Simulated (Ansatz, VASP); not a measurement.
**NaF in VASP and in Ansatz**

The input INCAR:

```
SYSTEM = NaF
  ALGO = Normal
  EDIFF = 1E-6
  ENCUT = 520
  GGA = PE
  ISIF = 2
  ISMEAR = 0
  LASPH = .TRUE.
  LCHARG = .TRUE.
  LELF = .TRUE.
  LREAL = .FALSE.
  LVHAR = .TRUE.
  LWAVE = .FALSE.
  NBANDS = 14
  NELM = 80
  PREC = Accurate
  SIGMA = 0.05
```

File KPOINTS:

```
k-points
0
G
  8 8 8
  0 0 0
```

Contents of POSCAR:

```
NaF
1.0
    0.0000000000      2.2652175000      2.2071350000
    2.2652175000      0.0000000000      2.2071350000
    2.2652175000      2.2652175000      0.0000000000
Na F
1 1
Direct
    0.0000000000      0.0000000000      0.0000000000
    0.5000000000      0.5000000000      0.5000000000
```

Input for Ansatz:

```yaml
crystal:
  lattice:
    - [0.0, 2.2652175, 2.207135]
    - [2.2652175, 0.0, 2.207135]
    - [2.2652175, 2.2652175, 0.0]
  atoms:
    - { symbol: Na, position: [0.0, 0.0, 0.0] }
    - { symbol: F, position: [0.5, 0.5, 0.5] }
basis:
  ecutwfc: 420
kpoints:
  mp_grid: { grid: [8, 8, 8] }
hamiltonian:
  xc: pbe
scf:
  occupations: { method: gaussian, width: 0.05 }
output:
  forces: true
  stress: true
  eigenvalues: true
```

Change from the starting cell: strain -0.025 along x and y, -0.050 along z, atoms carried along.

Alike in both runs: task single point; functional PBE; k mesh 8 × 8 × 8; occupations gaussian, width 0.05 eV; no spin polarisation.

|  | VASP | Ansatz |
| --- | --- | --- |
| version | VASP 6.6.1 | Ansatz 0.2.0 |
| potentials or method | VASP PAW PBE potentials, release 64 (Na_pv, F), cutoff 520 eV | scalar-relativistic, plane waves, PAW |
| valence electrons in the cell | 14 | 16 |

```tsv
	VASP	Ansatz	Ansatz less VASP
gap on the k mesh at the Fermi level (eV)	6.83	6.85	+0.019
least direct gap on the mesh (eV)	6.83	6.85	+0.019
pressure (GPa)	8.5	8.5	+0.01
traceless stress, the component that is largest in VASP (GPa)	2.58	2.49	-0.086
```

VASP's potentials hold 14 valence electrons a cell and Ansatz's 16, so a difference there can come from the potentials and not from the codes.
